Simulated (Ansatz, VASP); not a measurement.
## Si2C in VASP and in Ansatz

```
Si C
1.0
     2.73448    0.00000    0.00000
    -1.36724    2.36813    0.00000
     0.00000    0.00000   13.34433
Si C
4 2
Cartesian
  0.0000 1.5788 5.5601
  0.0000 1.5788 10.0082
  1.3672 0.7894 3.3361
  1.3672 0.7894 7.7842
  0.0000 1.5788 1.1120
  1.3672 0.7894 12.2323
```

Alike in both runs: task single point; functional PBE; k mesh 6 × 6 × 2; occupations gaussian, width 0.1 eV; no spin polarisation.

|  | VASP | Ansatz |
| --- | --- | --- |
| version | VASP 6.6.1 | Ansatz 0.2.0 |
| potentials or method | VASP PAW PBE potentials, release 64 (Si, C), cutoff 520 eV | scalar-relativistic, plane waves, PAW |
| valence electrons in the cell | 24 | 24 |

|  | VASP | Ansatz | Ansatz less VASP |
| --- | --- | --- | --- |
| gap on the k mesh at the Fermi level (eV) | none | none | - |
| pressure (GPa) | -11.9 | -11.9 | +0.01 |
| traceless stress, the component that is largest in VASP (GPa) | -4.44 | -4.44 | -0.001 |
| rms of the force components (eV/Å) | 0.522 | 0.523 | +0.0011 |

Atom by atom the forces differ by 0.001 eV/Å (rms over components). A gap of «none» marks a metal or a gap that the smearing closes. With one functional, cell and mesh, what is left measures potentials, basis and numerics.

The k mesh is coarse, so the values compare programs but aren't converged.
